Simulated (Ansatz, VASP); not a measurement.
**Two plane-wave programs on ZrTa2C2**

```xyz
5
Lattice="2.7663 -1.5968 -0.0072 2.7663 1.5968 -0.0072 -1.8183 0.0000 7.6747" Properties=species:S:1:pos:R:3 pbc="T T T"
Zr   -0.9092    0.0000    3.8374
Ta    0.9289    0.0000    1.2172
Ta    2.7854    0.0000    6.4431
C     0.9392    0.0000    5.2853
C     2.7751    0.0000    2.3750
```

Change from the starting cell: species swapped into the CaIn2N2 type (C2/m, No. 12).

Alike in both runs: functional PBE; k mesh 6 × 6 × 4; occupations gaussian, width 0.1 eV; no spin polarisation.

Ansatz relaxed the structure, and its values are those at the end. VASP's run is a single point on that final structure, the one shown.

```csv
,VASP,Ansatz
version,VASP 6.6.1,Ansatz 0.2.0
potentials or method,"VASP PAW PBE potentials, release 64 (Zr_sv, Ta_pv, C), cutoff 520 eV","scalar-relativistic, plane waves, PAW"
valence electrons in the cell,42,46
```

VASP gave:

```
gap on the k mesh at the Fermi level (eV) : none
pressure (GPa)                            : 0.6
rms of the force components (eV/Å)        : 0.020
```

Task: Estimate Ansatz's values.

Result: gap on the k mesh at the Fermi level (eV): none; pressure (GPa): 0.3; rms of the force components (eV/Å): 0.008.

A gap of «none» marks a metal or a gap that the smearing closes. VASP's potentials hold 42 valence electrons a cell and Ansatz's 46, so a difference there can come from the potentials and not from the codes.

The k mesh is coarse, so the values compare programs but aren't converged. Neither program's run includes spin-orbit coupling.
